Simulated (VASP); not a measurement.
Input of a VASP 6.6.1 run:

The input INCAR:

```
SYSTEM = GaP
PREC = Accurate
ENCUT = 500
EDIFF = 1E-6
ISMEAR = 0
SIGMA = 0.01
LREAL = .False.
LASPH = .True.
NELM = 120
ALGO = Normal
ISIF = 2
LWAVE = .False.
LCHARG = .False.
GGA = PS
NBANDS = 16
GGA_COMPAT = .False.
```

The input KPOINTS:

```
regular mesh
0
Gamma
  8 8 8
  0 0 0
```

Contents of POSCAR:

```
GaP
1.0
    0.0000000000      2.7192248534      2.7192248534
    2.7192248534      0.0000000000      2.7192248534
    2.7192248534      2.7192248534      0.0000000000
Ga P
1 1
Direct
    0.0000000000      0.0000000000      0.0000000000
    0.2500000000      0.2500000000      0.2500000000
```

Potentials or basis: VASP PAW PBE potentials, release 64 (Ga_d, P).

Launch:

```console
$ cat potpaw_PBE.64/Ga_d/POTCAR potpaw_PBE.64/P/POTCAR > POTCAR
$ mpirun -np 1 vasp_std > vasp.out
```

**Question.** Estimate the band gap on the k mesh.

**Answer.** 1.50 eV, indirect (least direct gap 1.80 eV).

**Question.** Predict the pressure.

**Answer.** -0.1 GPa.

Caveat: the PAW data sets were made with another functional, which shifts forces and pressure a little. As with any semilocal functional, this PBEsol gap is likely too small.
